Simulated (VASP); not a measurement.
Set up this calculation in VASP 6.6.1, as the native input.

```yaml
Task: single point
Functional: PBE
Potentials_or_basis: VASP PAW PBE potentials, release 64 (Ta_pv, Te, H)
Cutoff: 520 eV
k_mesh: 14 × 14 × 14
Occupations: gaussian, width 0.1 eV
Spin: no spin polarisation
Dipole_correction: no
Further_INCAR_settings: ALGO = Normal; EDIFF = 1e-06; NBANDS = 20
```

The structure of TaTe2H lies in POSCAR:

```
TaTe2H
1.0
   -2.5068619127      2.5068619127      3.3161528113
    2.5068619127     -2.5068619127      3.3161528113
    2.5068619127      2.5068619127     -3.3161528113
Ta Te H
1 2 1
Direct
    0.2605795084      0.2605795084      0.0000000000
    0.9894407937      0.4894407937      0.5000000000
    0.4894407937      0.9894407937      0.5000000000
    0.5231342341      0.5231342341      0.0000000000
```

The cell was built from a structure type or drawn by symmetry, and may not be a known phase.

One way to write it, as run:

INCAR

```
PREC = Accurate
ENCUT = 520
EDIFF = 1E-6
ISMEAR = 0
SIGMA = 0.1
LREAL = F
LASPH = T
NELM = 60
ALGO = Normal
ISIF = 2
LWAVE = F
LCHARG = T
GGA = PE
LELF = T
LVHAR = T
NBANDS = 20
```

KPOINTS

```
regular mesh
0
Gamma
  14 14 14
```

Potentials or basis: VASP PAW PBE potentials, release 64 (Ta_pv, Te, H).

Command:

```console
$ cat potpaw_PBE.64/Ta_pv/POTCAR potpaw_PBE.64/Te/POTCAR potpaw_PBE.64/H/POTCAR > POTCAR
$ mpirun -np 1 vasp_std > vasp.out
```

Results of the run:

| Item | Value |
| --- | --- |
| Pressure | 0.0 GPa |
| Largest force | 0.014 eV/Å |
| Band gap on the k mesh | zero (bands 12 and 13 overlap by 0.99 eV) |

Caveat: spin-orbit coupling is left out, which moves the levels of the heavy elements.

Wall time 2.5 min on 1 thread of Intel(R) Xeon(R) 6975P-C (Granite Rapids), with other jobs on the host, peak memory 0.53 GiB.
